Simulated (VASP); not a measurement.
# CoPtO2 (R-3m) in VASP: a series of runs, part 2 of 2

VASP 6.6.1. The steps go on from the part before.

## Step 3: Single point, PBEsol, collinear spin, ferromagnetic start

This run uses another cell than the first one, of 10.26 Å³/atom.

Contents of INCAR:

```
PREC = Accurate
ENCUT = 520
EDIFF = 1E-6
ISMEAR = -1
SIGMA = 0.05
LREAL = False
LASPH = True
NELM = 150
ALGO = Normal
ISIF = 2
LWAVE = False
LCHARG = False
ISPIN = 2
MAGMOM = 0 3.5 0 0
LORBIT = 11
LMAXMIX = 4
GGA = PS
NBANDS = 28
```

Contents of KPOINTS:

```
regular mesh
0
Gamma
  11 11 11
```

Contents of POSCAR:

```
CoPtO2
1.0
    1.4122699173      0.8153744169      5.9393891094
   -1.4122699173      0.8153744169      5.9393891094
    0.0000000000     -1.6307488338      5.9393891094
Pt Co O
1 1 2
Direct
    0.0000000000      0.0000000000      0.0000000000
    0.5000000000      0.5000000000      0.5000000000
    0.1122440300      0.1122440300      0.1122440300
    0.8877559700      0.8877559700      0.8877559700
```

Potentials or basis: VASP PAW PBE potentials, release 64 (Pt, Co, O).

Run with:

```console
$ cat potpaw_PBE.64/Pt/POTCAR potpaw_PBE.64/Co/POTCAR potpaw_PBE.64/O/POTCAR > POTCAR
$ mpirun -np 1 vasp_std > vasp.out
```

OUTCAR:

```text
PREC = Accurate
   ENCUT = 520
   EDIFF = 1E-6
   ISMEAR = -1
   LREAL = False
   LASPH = True
   NELM = 150
   ISIF = 2
   ISPIN = 2
   LORBIT = 11
   GGA = PS

 ion  position               nearest neighbor table
   1  0.000  0.000  0.000-   3 2.00   4 2.00
   2  0.500  0.500  0.500-   3 1.90   4 1.90   3 1.90   3 1.90   4 1.90   4 1.90
   3  0.112  0.112  0.112-   2 1.90   2 1.90   2 1.90   1 2.00
   4  0.888  0.888  0.888-   2 1.90   2 1.90   2 1.90   1 2.00

  LATTYP: Found a trigonal (rhomboedric) cell.
 ALAT       =     6.1591951383
 COS(alpha) =     0.8948480128

  Lattice vectors:
[... 1670 lines left out ...]
      direct lattice vectors                 reciprocal lattice vectors
     1.412269917  0.815374417  5.939389109     0.354039971  0.204405072  0.056122495
    -1.412269917  0.815374417  5.939389109    -0.354039971  0.204405072  0.056122495
     0.000000000 -1.630748834  5.939389109     0.000000000 -0.408810145  0.056122495

 POSITION                                       TOTAL-FORCE (eV/Angst)
 -----------------------------------------------------------------------------------
      0.00000      0.00000      0.00000         0.000000      0.000000     -0.000000
      0.00000      0.00000      8.90908        -0.000000      0.000000     -0.000000
      0.00000      0.00000      1.99998         0.000000     -0.000000     -0.004907
      0.00000      0.00000     15.81818         0.000000      0.000000      0.004907
 -----------------------------------------------------------------------------------
    total drift:                               -0.000000      0.000000     -0.000000

  FREE ENERGIE OF THE ION-ELECTRON SYSTEM (eV)
  ---------------------------------------------------
  free  energy   TOTEN  =       -28.7574967918 eV

  energy  without entropy=      -28.7523318616  energy(sigma->0) =      -28.75491433

 total charge

# of ion       s       p       d       tot
------------------------------------------
    1        0.646   0.574   8.002   9.221
    2        0.435   0.674   7.373   8.482
    3        1.551   3.435   0.000   4.986
    4        1.551   3.435   0.000   4.986
--------------------------------------------------
tot          4.183   8.117  15.375  27.675

 magnetization (x)

# of ion       s       p       d       tot
------------------------------------------
    1        0.000   0.000   0.000   0.000
    2       -0.000  -0.000  -0.000  -0.000
    3       -0.000   0.000   0.000   0.000
    4       -0.000   0.000   0.000   0.000
--------------------------------------------------
tot         -0.000   0.000  -0.000  -0.000
```

OSZICAR:

```text
N       E                     dE             d eps       ncg     rms          rms(c)
DAV:   1     0.234007975809E+03    0.23401E+03   -0.14740E+04 16768   0.122E+03
DAV:   2    -0.145182573335E+02   -0.24853E+03   -0.22199E+03 17132   0.309E+02
DAV:   3    -0.330610489368E+02   -0.18543E+02   -0.17720E+02 18772   0.907E+01
DAV:   4    -0.333495415532E+02   -0.28849E+00   -0.28788E+00 18460   0.112E+01
DAV:   5    -0.333552732239E+02   -0.57317E-02   -0.57311E-02 19712   0.162E+00    0.339E+01
DAV:   6    -0.392726460071E+02   -0.59174E+01   -0.10416E+02 19744   0.105E+02    0.528E+01
DAV:   7    -0.287333367591E+02    0.10539E+02   -0.23549E+01 20876   0.936E+01    0.180E+01
DAV:   8    -0.286385529840E+02    0.94784E-01   -0.49149E+00 20132   0.211E+01    0.101E+01
DAV:   9    -0.286887419218E+02   -0.50189E-01   -0.18549E+00 21876   0.153E+01    0.606E+00
DAV:  10    -0.287460229223E+02   -0.57281E-01   -0.21427E-01 20924   0.843E+00    0.343E+00
DAV:  11    -0.287626866534E+02   -0.16664E-01   -0.48347E-02 21508   0.329E+00    0.153E+00
DAV:  12    -0.287594974577E+02    0.31892E-02   -0.89251E-03 20884   0.104E+00    0.921E-01
DAV:  13    -0.287584602311E+02    0.10372E-02   -0.24378E-03 22268   0.714E-01    0.457E-01
DAV:  14    -0.287576081575E+02    0.85207E-03   -0.93544E-04 22344   0.433E-01    0.266E-01
DAV:  15    -0.287575069313E+02    0.10123E-03   -0.29333E-04 22068   0.168E-01    0.121E-01
DAV:  16    -0.287574821776E+02    0.24754E-04   -0.32235E-05 21056   0.572E-02    0.571E-02
DAV:  17    -0.287574969473E+02   -0.14770E-04   -0.13677E-05 19592   0.589E-02    0.353E-02
DAV:  18    -0.287574967918E+02    0.15551E-06   -0.26146E-06 15872   0.258E-02
   1 F= -.28757497E+02 E0= -.28754914E+02  d E =-.516493E-02  mag=    -0.0002
```

It took 24 min on 1 thread of Intel Xeon Platinum 8259CL at 2.50GHz (Skylake/Cascade Lake), shared host; peak memory 0.6 GiB.

Results:

| Item | Value |
| --- | --- |
| Free energy | -28.7575 eV |
| Pressure | -4.6 GPa |
| Largest force | 0.005 eV/Å |
| Net moment | 0.00 μB per cell |
| Valence electrons inside the program's atomic spheres | Pt 9.22; Co 8.48; O 4.99 |

Forces on the atoms (eV/Å):
```
Pt   0.000  0.000  0.000
Co   0.000  0.000  0.000
O    0.000  0.000 -0.005
O    0.000  0.000  0.005
```

Levels at points of the mesh, in eV from the Fermi level:
Spin up:
| k point | band 13 | band 14 | band 15 | band 16 | band 17 | band 18 | band 19 | band 20 |
| --- | --- | --- | --- | --- | --- | --- | --- | --- |
| (0.00, 0.00, 0.00) | -1.93 | -1.65 | -1.65 | -1.51 | 1.81 | 1.81 | 2.69 | 5.38 |
Spin down:
```
           k point  band 12  band 13  band 14  band 15  band 16  band 17  band 18  band 19  band 20  band 21
(0.00, 0.00, 0.00)    -1.93    -1.93    -1.65    -1.65    -1.51     1.81     1.81     2.69     5.38     8.87
```

Caveat: the cell stands under tension; the moments typed at the start vanished in this run; the PAW data sets were made with another functional, which shifts forces and pressure a little; spin-orbit coupling is left out, which moves the levels of the heavy elements; semilocal functionals often make such compounds metallic where correlation or magnetic order opens a gap, which also shifts bond lengths.
